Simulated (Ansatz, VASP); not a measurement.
## Cs2SnI6 in VASP and in Ansatz

Contents of INCAR:

```
SYSTEM = Cs2SnI6
PREC = Accurate
ENCUT = 500
EDIFF = 1E-7
ISMEAR = 0
SIGMA = 0.1
LREAL = .False.
LASPH = .True.
NELM = 120
ALGO = Normal
ISIF = 3
LWAVE = .False.
LCHARG = .False.
GGA = PS
IBRION = 2
NSW = 100
EDIFFG = -0.005
GGA_COMPAT = .False.
NELMIN = 4
```

KPOINTS

```
Automatic mesh
0
Gamma
  6 6 6
  0 0 0
```

POSCAR

```
Cs2SnI6
1.0
    0.0000000000      5.8138000000      5.8138000000
    5.8138000000      0.0000000000      5.8138000000
    5.8138000000      5.8138000000      0.0000000000
Cs Sn I
2 1 6
Direct
    0.2500000000      0.2500000000      0.2500000000
    0.7500000000      0.7500000000      0.7500000000
    0.0000000000      0.0000000000      0.0000000000
    0.7546400000      0.2453600000      0.2453600000
    0.2453600000      0.7546400000      0.2453600000
    0.2453600000      0.7546400000      0.7546400000
    0.7546400000      0.2453600000      0.7546400000
    0.2453600000      0.2453600000      0.7546400000
    0.7546400000      0.7546400000      0.2453600000
```

Input for Ansatz:

```yaml
crystal:
  lattice:
    - [0.0, 5.8138, 5.8138]
    - [5.8138, 0.0, 5.8138]
    - [5.8138, 5.8138, 0.0]
  atoms:
    - { symbol: Cs, position: [0.25, 0.25, 0.25] }
    - { symbol: Cs, position: [0.75, 0.75, 0.75] }
    - { symbol: Sn, position: [0.0, 0.0, 0.0] }
    - { symbol: I, position: [0.75464, 0.24536, 0.24536] }
    - { symbol: I, position: [0.24536, 0.75464, 0.24536] }
    - { symbol: I, position: [0.24536, 0.75464, 0.75464] }
    - { symbol: I, position: [0.75464, 0.24536, 0.75464] }
    - { symbol: I, position: [0.24536, 0.24536, 0.75464] }
    - { symbol: I, position: [0.75464, 0.75464, 0.24536] }
basis:
  ecutwfc: 420
kpoints:
  mp_grid: { grid: [6, 6, 6] }
hamiltonian:
  xc: pbesol
scf:
  occupations: { method: gaussian, width: 0.1 }
output:
  forces: true
  stress: true
  eigenvalues: true
  write_density: true
  write_potential: true
  elf: true
  volumetric_format: npy
relax:
  adjacent_minimum: "off"
  f_tol: 0.005
  max_steps: 80
  cell: { stress_tol: 0.05 }
```

Alike in both runs: task relaxation of cell and atoms; functional PBEsol; k mesh 6 × 6 × 6; occupations gaussian, width 0.1 eV; no spin polarisation.

|  | VASP | Ansatz |
| --- | --- | --- |
| version | VASP 6.6.1 | Ansatz 0.2.0 |
| potentials or method | VASP PAW PBE potentials, release 64 (Cs_sv, Sn_d, I), cutoff 500 eV | scalar-relativistic, plane waves, PAW |
| valence electrons in the cell | 74 | 134 |

VASP gave:

```
gap on the k mesh at the Fermi level, each at its own relaxed structure (eV) : none
relaxed volume (Å³/atom)                                                     : 42.91
relaxed cell length with the largest relative difference (Å)                 : 8.174
```

Estimate Ansatz's values.

gap on the k mesh at the Fermi level, each at its own relaxed structure (eV): none; relaxed volume (Å³/atom): 42.85; relaxed cell length with the largest relative difference (Å): 8.171.

VASP's potentials were made for PBE, not for PBEsol. A gap of «none» marks a metal or a gap that the smearing closes. VASP's potentials hold 74 valence electrons a cell and Ansatz's 134, so a difference there can come from the potentials and not from the codes.

Neither program's run includes spin-orbit coupling.
